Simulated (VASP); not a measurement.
# Si (Im-3m) in VASP: single point with PBEsol

Aim: the single point of Si with PBEsol.

Everything below comes from runs of VASP 6.6.1. Logs are shortened: lines on timing, memory, paths and dates and some standing lists are left out, and cuts for length are marked.

### 1 The cell of the first run

Symmetry: Im-3m, No. 229, cubic system. Conventional cell: a = 6.672 Å, b = 6.672 Å, c = 6.672 Å, α = 90.00°, β = 90.00°, γ = 90.00°. Si (site symmetry -4m2) has 4 Si at 2.36 Å within 3.1 Å.

This isn't the form of Si at room conditions, which is diamond.

### 2 Single point, PBEsol

Contents of INCAR:

```
SYSTEM = Si
PREC = Accurate
ENCUT = 500
EDIFF = 1E-6
ISMEAR = -1
SIGMA = 0.1
LREAL = .FALSE.
LASPH = .TRUE.
NELM = 120
ALGO = Normal
ISIF = 2
LWAVE = .FALSE.
LCHARG = .TRUE.
GGA = PS
LELF = .TRUE.
LVHAR = .TRUE.
NBANDS = 21
GGA_COMPAT = .FALSE.
```

Contents of KPOINTS:

```
regular mesh
0
G
  6 6 6
  0 0 0
```

Contents of POSCAR:

```
Si
1.0
   -3.3360850000      3.3360850000      3.3360850000
    3.3360850000     -3.3360850000      3.3360850000
    3.3360850000      3.3360850000     -3.3360850000
Si
6
Direct
    0.7500000000      0.2500000000      0.5000000000
    0.7500000000      0.5000000000      0.2500000000
    0.2500000000      0.7500000000      0.5000000000
    0.2500000000      0.5000000000      0.7500000000
    0.5000000000      0.7500000000      0.2500000000
    0.5000000000      0.2500000000      0.7500000000
```

Potentials or basis: VASP PAW PBE potentials, release 64 (Si).

The run is started by

```sh
> cat potpaw_PBE.64/Si/POTCAR > POTCAR
> mpirun -np 1 vasp_std > vasp.out
```

OUTCAR:

```text
SYSTEM = Si
   PREC = Accurate
   ENCUT = 500
   EDIFF = 1E-6
   ISMEAR = -1
   LREAL = .FALSE.
   LASPH = .TRUE.
   NELM = 120
   ISIF = 2
   GGA = PS

 ion  position               nearest neighbor table
   1  0.750  0.250  0.500-   4 2.36   5 2.36   6 2.36   2 2.36
   2  0.750  0.500  0.250-   3 2.36   1 2.36   5 2.36   6 2.36
   3  0.250  0.750  0.500-   6 2.36   2 2.36   4 2.36   5 2.36
   4  0.250  0.500  0.750-   1 2.36   5 2.36   6 2.36   3 2.36
   5  0.500  0.750  0.250-   1 2.36   2 2.36   3 2.36   4 2.36
   6  0.500  0.250  0.750-   3 2.36   2 2.36   4 2.36   1 2.36

  LATTYP: Found a body centered cubic cell.
 ALAT       =     6.6721700000

  Lattice vectors:

 A1 = (  -3.3360850000,   3.3360850000,   3.3360850000)
 A2 = (   3.3360850000,  -3.3360850000,   3.3360850000)
 A3 = (   3.3360850000,   3.3360850000,  -3.3360850000)

Analysis of symmetry for initial positions (statically):
=====================================================================
 Subroutine PRICEL returns:
 Original cell was already a primitive cell.

 Routine SETGRP: Setting up the symmetry group for a
 body centered cubic supercell.

 Subroutine GETGRP returns: Found 48 space group operations
 (whereof 48 operations were pure point group operations)
 out of a pool of 48 trial point group operations.

The static configuration has the point symmetry O_h .

Analysis of symmetry for dynamics (positions and initial velocities):
=====================================================================
 Subroutine PRICEL returns:
 Original cell was already a primitive cell.

 Routine SETGRP: Setting up the symmetry group for a
 body centered cubic supercell.

 Subroutine GETGRP returns: Found 48 space group operations
 (whereof 48 operations were pure point group operations)
 out of a pool of 48 trial point group operations.

The dynamic configuration has the point symmetry O_h .

 Subroutine INISYM returns: Found 48 space group operations
 (whereof 48 operations are pure point group operations),
 and found     1 'primitive' translations

----------------------------------------------------------------------------------------

                                     Primitive cell

  volume of cell :     148.5153

  direct lattice vectors                    reciprocal lattice vectors
    -3.336085000  3.336085000  3.336085000     0.000000000  0.149876277  0.149876277
     3.336085000 -3.336085000  3.336085000     0.149876277  0.000000000  0.149876277
     3.336085000  3.336085000 -3.336085000     0.149876277  0.149876277  0.000000000

  length of vectors
     5.778268718  5.778268718  5.778268718     0.211957064  0.211957064  0.211957064

  position of ions in fractional coordinates (direct lattice)
     0.750000000  0.250000000  0.500000000
     0.750000000  0.500000000  0.250000000
     0.250000000  0.750000000  0.500000000
     0.250000000  0.500000000  0.750000000
     0.500000000  0.750000000  0.250000000
     0.500000000  0.250000000  0.750000000

  ion indices of the primitive-cell ions
   primitive index   ion index
                 1           1
                 2           2
                 3           3
                 4           4
                 5           5
                 6           6

----------------------------------------------------------------------------------------

 KPOINTS: regular mesh

Automatic generation of k-mesh.
 Grid dimensions read from file:
 generate k-points for:    6    6    6

 Generating k-lattice:

  Cartesian coordinates                     Fractional coordinates (reciprocal lattice)
     0.000000000  0.024979380  0.024979380     0.166666667  0.000000000  0.000000000
     0.024979380  0.000000000  0.024979380     0.000000000  0.166666667  0.000000000
     0.024979380  0.024979380  0.000000000     0.000000000  0.000000000  0.166666667

  Length of vectors
     0.035326177  0.035326177  0.035326177

  Shift w.r.t. Gamma in fractional coordinates (k-lattice)
     0.000000000  0.000000000  0.000000000

 Subroutine IBZKPT returns following result:
 ===========================================

 Found     16 irreducible k-points:

 Following reciprocal coordinates:
            Coordinates               Weight
  0.000000  0.000000  0.000000      1.000000
  0.166667  0.000000  0.000000     12.000000
  0.333333  0.000000  0.000000     12.000000
  0.500000  0.000000  0.000000      6.000000
  0.166667  0.166667  0.000000     24.000000
  0.333333  0.166667 -0.000000     48.000000
[... 8 lines left out ...]
  0.500000  0.500000  0.333333     12.000000
  0.500000  0.500000  0.500000      1.000000
   k-points           NKPTS =     16   k-points in BZ     NKDIM =     16   number of bands    NBANDS=     21
   number of dos      NEDOS =    301   number of ions     NIONS =      6
   total plane-waves  NPLWV =  74088
   dimension x,y,z NGX =    42 NGY =   42 NGZ =   42
   dimension x,y,z NGXF=    84 NGYF=   84 NGZF=   84
   ions per type =               6
   NGX,Y,Z   is equivalent  to a cutoff of  12.08, 12.08, 12.08 a.u.
   NGXF,Y,Z  is equivalent  to a cutoff of  24.17, 24.17, 24.17 a.u.
 SYSTEM =  Si
   PREC   = accura    normal or accurate (medium, high low for compatibility)
   ISTART =      0    job   : 0-new  1-cont  2-samecut
   ICHARG =      2    charge: 1-file 2-atom 10-const
   ISPIN  =      1    spin polarized calculation?
   LNONCOLLINEAR =      F non collinear calculations
   LSORBIT =      F    spin-orbit coupling
   LASPH  =      T    aspherical Exc in radial PAW
   ENCUT  =  500.0 eV  36.75 Ry    6.06 a.u.  10.54 10.54 10.54*2*pi/ulx,y,z
   NELM   =    120;   NELMIN=  2; NELMDL= -5     # of ELM steps
   EDIFF  = 0.1E-05   stopping-criterion for ELM
   LREAL  =      F    real-space projection
   EDIFFG = 0.1E-04   stopping-criterion for IOM
   NSW    =      0    number of steps for IOM
   IBRION =     -1    ionic relax: 0-MD 1-quasi-New 2-CG
   NFREE  =      0    steps in history (QN), initial steepest desc. (CG)
   ISIF   =      2    stress and relaxation
   ISYM   =      2    0-nonsym 1-usesym 2-fastsym
   POTIM  = 0.5000    time-step for ionic-motion
   TEBEG  =    0.0;   TEEND  =   0.0 temperature during run
   PSTRESS=    0.0 pullay stress
   NELECT =      24.0000    total number of electrons
   NUPDOWN=      -1.0000    fix difference up-down
   EMIN   =  10.00;   EMAX   =-10.00  energy-range for DOS
   EFERMI =   0.00;   METHOD = LEGACY
   ISMEAR =    -1;   SIGMA  =   0.10  broadening in eV -4-tet -1-fermi 0-gaus
   EFERMI_NEDOS =   21; number of points for ismear=-14 and -15
   IALGO  =     38    algorithm
   IMIX   =      4    mixing-type and parameters
     AMIX     =   0.40;   BMIX     =  1.00
     AMIX_MAG =   1.60;   BMIX_MAG =  1.00
  volume/ion in A,a.u.               =      24.75       167.04
  Fermi-wavevector in a.u.,A,eV,Ry     =   0.891706  1.685079 10.818520  0.795139
  Thomas-Fermi vector in A             =   2.013560
   LORBIT       =      0    0 simple, 1 ext, 2 COOP (PROOUT), +10 PAW based schemes
   GGA     = PS    functional components
   LHFCALC =     F    Hartree Fock is set to
   AEXX    =    0.0000 exact exchange contribution
   IVDW    =     0    specifies the selected vdW correction
   LEPSILON=     F    determine dielectric tensor
   LRPA    =     F    only Hartree local field effects (RPA)
 non-spin polarized calculation
  energy-cutoff  :      500.00
  volume of cell :      148.52
 maximum number of plane-waves:      3799
   NGX = 21   NGY = 21   NGZ = 21

 number of electron      24.0000003 magnetization

 Free energy of the ion-electron system (eV)
  ---------------------------------------------------
  ext. energy  EPLUGINS =         0.00000000
  ---------------------------------------------------
  free energy    TOTEN  =       -32.97744705 eV

  energy without entropy =      -32.95646925  energy(sigma->0) =      -32.96695815

 E-fermi :   3.9756     XC(G=0):  -8.2799

 val. band max:        3.9658562831   @ k =   0.5000   0.5000   0.5000
 cond. band min:       4.0036474207   @ k =  -0.3333   0.3333   0.3333
 fundamental gap:      0.0377911377
 Fermi energy:         3.9755831000

 k-point     1 :       0.0000    0.0000    0.0000
  band No.  band energies     occupation
      1      -7.8422      2.00000
      2      -3.3057      2.00000
      3      -3.3057      2.00000
      4      -3.1548      2.00000
      5      -3.1548      2.00000
      6      -3.1548      2.00000
[... 13 lines left out ...]
     20      10.7068      0.00000
     21      10.7068      0.00000

 k-point     2 :       0.1667    0.0000    0.0000
  band No.  band energies     occupation
      1      -7.7038      2.00000
      2      -4.4403      2.00000
      3      -3.8526      2.00000
      4      -3.2395      2.00000
      5      -2.4217      2.00000
      6      -2.0177      2.00000
[... 13 lines left out ...]
     20       9.7772      0.00000
     21       9.9267      0.00000

 k-point     3 :       0.3333    0.0000    0.0000
  band No.  band energies     occupation
      1      -7.3078      2.00000
      2      -5.5189      2.00000
      3      -4.2373      2.00000
      4      -3.3904      2.00000
      5      -1.5342      2.00000
      6      -0.9413      2.00000
[... 13 lines left out ...]
     20       8.7044      0.00000
     21       8.8430      0.00000

 k-point     4 :       0.5000    0.0000    0.0000
  band No.  band energies     occupation
      1      -6.8966      2.00000
      2      -6.1645      2.00000
      3      -4.3682      2.00000
      4      -3.4586      2.00000
      5      -0.9862      2.00000
      6      -0.2767      2.00000
[... 13 lines left out ...]
     20       8.0311      0.00000
     21      10.2460      0.00000

 k-point     5 :       0.1667    0.1667    0.0000
  band No.  band energies     occupation
      1      -7.4341      2.00000
      2      -5.1600      2.00000
      3      -4.4568      2.00000
      4      -2.9086      2.00000
      5      -2.1864      2.00000
      6      -1.0088      2.00000
[... 13 lines left out ...]
     20       9.1547      0.00000
     21       9.2831      0.00000

 k-point     6 :       0.3333    0.1667   -0.0000
  band No.  band energies     occupation
      1      -6.9494      2.00000
      2      -5.9767      2.00000
      3      -4.8045      2.00000
      4      -2.8481      2.00000
      5      -1.6250      2.00000
      6      -0.2118      2.00000
[... 13 lines left out ...]
     20       8.8117      0.00000
     21       9.5267      0.00000

 k-point     7 :       0.3333    0.3333    0.0000
  band No.  band energies     occupation
      1      -6.4484      2.00000
      2      -6.4484      2.00000
      3      -5.1495      2.00000
      4      -2.1006      2.00000
      5      -2.1006      2.00000
      6      -0.4692      2.00000
[... 13 lines left out ...]
     20       8.6246      0.00000
     21       8.8235      0.00000
[... 99 lines left out ...]
      1      -6.7833      2.00000
      2      -6.2046      2.00000
      3      -4.2573      2.00000
      4      -3.5624      2.00000
      5      -2.2004      2.00000
      6      -0.5039      2.00000
[... 13 lines left out ...]
     20       8.2124      0.00000
     21       9.2274      0.00000

 k-point    13 :      -0.3333    0.5000    0.1667
  band No.  band energies     occupation
      1      -6.7486      2.00000
      2      -6.1622      2.00000
      3      -4.4238      2.00000
      4      -3.1933      2.00000
      5      -2.7796      2.00000
      6      -0.7274      2.00000
[... 13 lines left out ...]
     20       8.4958      0.00000
     21       8.8727      0.00000

 k-point    14 :      -0.3333    0.3333    0.3333
  band No.  band energies     occupation
      1      -6.8561      2.00000
      2      -5.9677      2.00000
      3      -3.6644      2.00000
      4      -3.6644      2.00000
      5      -3.5486      2.00000
      6      -0.8796      2.00000
[... 13 lines left out ...]
     20       7.9963      0.00000
     21       8.2870      0.00000

 k-point    15 :       0.5000    0.5000    0.3333
  band No.  band energies     occupation
      1      -6.5025      2.00000
      2      -6.2798      2.00000
      3      -3.9919      2.00000
      4      -3.7414      2.00000
      5      -3.3405      2.00000
      6      -1.3096      2.00000
[... 13 lines left out ...]
     20       8.3887      0.00000
     21       8.4453      0.00000

 k-point    16 :       0.5000    0.5000    0.5000
  band No.  band energies     occupation
      1      -6.3152      2.00000
      2      -6.3152      2.00000
      3      -3.8204      2.00000
      4      -3.8204      2.00000
      5      -3.8204      2.00000
      6      -1.6797      2.00000
[... 13 lines left out ...]
     20       8.1691      0.00000
     21       8.7576      0.00000

------------------------ aborting loop because EDIFF is reached ----------------------------------------

  FORCE on cell =-STRESS in cart. coord.  units (eV):
  Direction    XX          YY          ZZ          XY          YZ          ZX
  --------------------------------------------------------------------------------------
  -------------------------------------------------------------------------------------
  Total        0.6421592      0.6421592      0.6421592      0.0000000      0.0000000     -0.0000000
  in kB        6.9275871      6.9275871      6.9275871      0.0000000      0.0000000     -0.0000000
  external PRESSURE =       6.9275871 kB  Pullay stress =       0.0000000 kB

 VOLUME and BASIS-vectors are now :
 -----------------------------------------------------------------------------
  energy-cutoff  :      500.00
  volume of cell :      148.52
      direct lattice vectors                 reciprocal lattice vectors
    -3.336085000  3.336085000  3.336085000     0.000000000  0.149876277  0.149876277
     3.336085000 -3.336085000  3.336085000     0.149876277  0.000000000  0.149876277
     3.336085000  3.336085000 -3.336085000     0.149876277  0.149876277  0.000000000

 POSITION                                       TOTAL-FORCE (eV/Angst)
 -----------------------------------------------------------------------------------
      0.00000      3.33608      1.66804        -0.000000      0.000000     -0.000000
      0.00000      1.66804      3.33608        -0.000000     -0.000000      0.000000
      3.33608      0.00000      1.66804         0.000000     -0.000000     -0.000000
      3.33609      1.66804      0.00000         0.000000     -0.000000      0.000000
      1.66804      0.00000      3.33608         0.000000     -0.000000      0.000000
      1.66804      3.33609      0.00000         0.000000      0.000000      0.000000
 -----------------------------------------------------------------------------------
    total drift:                                0.000000      0.000000      0.000000

  FREE ENERGIE OF THE ION-ELECTRON SYSTEM (eV)
  ---------------------------------------------------
  free  energy   TOTEN  =       -32.9774470536 eV

  energy  without entropy=      -32.9564692531  energy(sigma->0) =      -32.96695815
```

Wall time 40 s (1 thread of AMD EPYC 7R13 (Zen 3), shared host); peak memory 0.21 GiB.

Results:

```yaml
Free_energy: -32.9774 eV
Pressure: 0.7 GPa
Band_gap_on_the_k_mesh: 0.04 eV (least direct gap 0.28 eV)
```

Caveat: the PAW data sets were made with another functional, which shifts forces and pressure a little.
